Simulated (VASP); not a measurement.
Set up this calculation in VASP 6.6.1, as the native input.

```
Task                   : single point
Functional             : PBEsol
Potentials or basis    : VASP PAW PBE potentials, release 64 (Li_sv, O)
Cutoff                 : 750 eV
k mesh                 : 8 × 8 × 8
Occupations            : gaussian, width 0.01 eV
Spin                   : no spin polarisation
Dipole correction      : no
Further INCAR settings : ALGO = Normal; EDIFF = 1e-06; NBANDS = 13
```

The structure of Li2O lies in POSCAR:

```
Li2O
1.0
    0.0000000000      2.2899348936      2.2899348936
    2.2899348936      0.0000000000      2.2899348936
    2.2899348936      2.2899348936      0.0000000000
Li O
2 1
Direct
    0.2500000000      0.2500000000      0.2500000000
    0.7500000000      0.7500000000      0.7500000000
    0.0000000000      0.0000000000      0.0000000000
```

The input as run:

INCAR

```
  PREC = Accurate
  ENCUT = 750
  EDIFF = 1E-6
  ISMEAR = 0
  SIGMA = 0.01
  LREAL = False
  LASPH = True
  NELM = 120
  ALGO = Normal
  ISIF = 2
  LWAVE = False
  LCHARG = True
  GGA = PS
  LELF = True
  LVHAR = True
  NBANDS = 13
  GGA_COMPAT = False
```

KPOINTS

```
regular mesh
0
Gamma
  8 8 8
```

Potentials or basis: VASP PAW PBE potentials, release 64 (Li_sv, O).

Run with:

```console
$ cat potpaw_PBE.64/Li_sv/POTCAR potpaw_PBE.64/O/POTCAR > POTCAR
$ mpirun -np 1 vasp_std > vasp.out
```

It gave:

| Property | Result |
| --- | --- |
| Pressure | 0.1 GPa |
| Band gap on the k mesh | 4.87 eV, indirect (least direct gap 5.35 eV) |

Caveat: the PAW data sets were made with another functional, which shifts forces and pressure a little.

It took 9.4 s on 1 thread of Intel(R) Xeon(R) 6975P-C (Granite Rapids), on a shared host, peak memory 0.16 GiB.
